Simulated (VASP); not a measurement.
Input of a VASP 6.6.1 run:

File INCAR:

```
SYSTEM = ZnCd2Se2S
ALGO = Normal
EDIFF = 1E-7
ENCUT = 520
GGA = PE
ISIF = 2
ISMEAR = 0
LASPH = .TRUE.
LCHARG = .FALSE.
LREAL = .FALSE.
LWAVE = .FALSE.
NBANDS = 36
NELM = 60
PREC = Accurate
SIGMA = 0.1
```

File KPOINTS:

```
k-points
0
G
  4 4 4
  0 0 0
```

Contents of POSCAR:

```
ZnCd2Se2S
1.0
    4.6030806500      0.0000000000      0.0000000000
    0.0000000000      4.6030806500      0.0000000000
    0.0000000000      0.0000000000      5.8533280300
Zn Cd Se S
1 2 2 1
Direct
    0.0000000000      0.0000000000      0.5000000000
    0.5000000000      0.5000000000      0.7211725700
    0.5000000000      0.5000000000      0.2788274300
    0.5000000000      0.0000000000      0.0000000000
    0.0000000000      0.5000000000      0.0000000000
    0.0000000000      0.0000000000      0.0000000000
```

Potentials or basis: VASP PAW PBE potentials, release 64 (Zn, Cd, Se, S).

Launch:

```sh
$ cat potpaw_PBE.64/Zn/POTCAR potpaw_PBE.64/Cd/POTCAR potpaw_PBE.64/Se/POTCAR potpaw_PBE.64/S/POTCAR > POTCAR
$ mpirun -np 1 vasp_std > vasp.out
```

Estimate the largest force.

0.226 eV/Å.

Estimate the band gap on the k mesh.

zero (bands 27 and 28 overlap by 1.50 eV).

Estimate the pressure.

14.7 GPa.

Stress tensor (GPa, compression positive):
```
19.44  0.00  0.00
 0.00 19.44  0.00
 0.00  0.00  5.12
```

Caveat: the stress differs along the axes, from 5 to 19 GPa.
